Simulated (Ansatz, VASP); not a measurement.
Two plane-wave programs on C

POSCAR

```
C
1.0
    2.1273203072     -1.2282824400      0.0000000000
    2.1273203072      1.2282824400      0.0000000000
   -1.3790696309      0.0000000000      3.5028300786
C
2
Direct
    0.1666444700      0.1666444700      0.9999069600
    0.8333555300      0.8333555300      0.0000930400
```

Contents of INCAR.step1:

```
SYSTEM = C
PREC     = Accurate       ! precision mode
ENCUT    = 520            ! plane-wave cutoff, eV
EDIFF    = 1E-5           ! SCF threshold, eV
ISMEAR   = -1             ! smearing method
SIGMA    = 0.05           ! smearing width, eV
LREAL    = .FALSE.        ! projectors in reciprocal space
LASPH    = .TRUE.         ! aspherical terms in the spheres
NELM     = 80             ! most SCF steps
ALGO     = Normal         ! electronic algorithm
ISIF     = 2              ! what is computed and relaxed
LWAVE    = .TRUE.         ! write WAVECAR
LCHARG   = .FALSE.        ! write CHGCAR
GGA      = PE             ! functional
NBANDS   = 11             ! bands
```

INCAR.step2

```
SYSTEM = C
PREC     = Accurate       ! precision mode
ENCUT    = 520            ! plane-wave cutoff, eV
EDIFF    = 1E-6           ! SCF threshold, eV
ISMEAR   = -1             ! smearing method
SIGMA    = 0.05           ! smearing width, eV
LREAL    = .FALSE.        ! projectors in reciprocal space
LASPH    = .TRUE.         ! aspherical terms in the spheres
NELM     = 80             ! most SCF steps
ALGO     = Normal         ! electronic algorithm
ISIF     = 2              ! what is computed and relaxed
LWAVE    = .FALSE.        ! write WAVECAR
LCHARG   = .FALSE.        ! write CHGCAR
GGA      = PE             ! functional
LHFCALC  = .TRUE.         ! exact exchange
AEXX     = 0.25           ! exact-exchange fraction
PRECFOCK = Normal       
ISTART   = 1            
NBANDS   = 11             ! bands
```

The input KPOINTS:

```
Automatic mesh
0
G
  6 6 4
  0 0 0
```

File input.yaml:

```yaml
crystal:
  lattice:
    - [2.1273203072, -1.22828244, 0.0]
    - [2.1273203072, 1.22828244, 0.0]
    - [-1.3790696309, 0.0, 3.5028300786]
  atoms:
    - { symbol: C, position: [0.16664447, 0.16664447, 0.99990696] }
    - { symbol: C, position: [0.83335553, 0.83335553, 9.304e-05] }
hamiltonian:
  xc: pbe0
  pseudopotentials: { kind: paw }
kpoints:
  mp_grid: { grid: [6, 6, 4] }
scf:
  occupations: { method: fermi_dirac, width: 0.05 }
output:
  forces: true
  stress: true
  eigenvalues: true
```

Alike in both runs: task single point; functional PBE0; k mesh 6 × 6 × 4; occupations fermi-dirac, width 0.05 eV; no spin polarisation.

|  | VASP | Ansatz |
| --- | --- | --- |
| version | VASP 6.6.1 | Ansatz 0.2.0 |
| potentials or method | VASP PAW PBE potentials, release 64 (C) | Ansatz PAW |
| plane-wave cutoff (eV) | 520 | 420 |
| valence electrons in the cell | 8 | 8 |

VASP gave:

* gap on the k mesh at the Fermi level (eV): 1.26
* least direct gap on the mesh (eV): 1.29
* pressure (GPa): -1.5
* traceless stress, the component that is largest in VASP (GPa): 1.49
* rms of the force components (eV/Å): 0.034

**Question.** What did Ansatz give for the same quantities?

**Answer.** gap on the k mesh at the Fermi level (eV): 1.14; least direct gap on the mesh (eV): 1.18; pressure (GPa): -2.0; traceless stress, the component that is largest in VASP (GPa): 2.21; rms of the force components (eV/Å): 0.035.

Atom by atom the forces differ by 0.001 eV/Å (rms over components).

The k mesh is coarse, so the values compare programs but aren't converged.
